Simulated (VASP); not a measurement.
Pd: single point with PBE

The system is Pd, a slab with vacuum.

```
Pd
1.0
     2.79032    0.00000    0.00000
     0.00000    3.94610    0.00000
     0.00000    0.00000   24.64510
Pd
3
Cartesian
  0.0000 0.0000 11.0000
  1.3952 1.9731 12.3226
  0.0000 0.0000 13.6451
```

```yaml
Program: VASP 6.6.1
Task: single point
Functional: PBE
Potentials_or_basis: VASP PAW PBE potentials, release 64 (Pd)
Cutoff: 520 eV
k_mesh: 12 × 8 × 1
Occupations: fermi-dirac, width 0.1 eV
Spin: no spin polarisation
```

```
Largest force          : 0.026 eV/Å
Band gap on the k mesh : zero (bands 15 and 16 overlap by 0.28 eV)
```

Forces on the atoms (eV/Å):
```
Pd   0.000  0.000  0.026
Pd   0.000  0.000  0.000
Pd   0.000  0.000 -0.026
```

Levels at points of the mesh, in eV from the Fermi level:
```csv
k point,band 13,band 14,band 15,band 16,band 17,band 18
"(0.00, 0.00, 0.00)",-0.76,-0.62,-0.23,-0.08,0.22,2.36
"(0.50, 0.00, 0.00)",-0.10,0.12,0.16,2.61,2.89,3.63
"(0.00, 0.50, 0.00)",-0.39,-0.30,-0.15,0.16,0.17,1.82
"(0.50, 0.50, 0.00)",0.04,0.06,0.07,2.89,3.33,6.82
```

Wall time 4.4 min on 1 thread of Intel(R) Xeon(R) Platinum 8375C CPU @ 2.90GHz (Ice Lake), with other jobs on the host, peak memory 0.46 GiB.
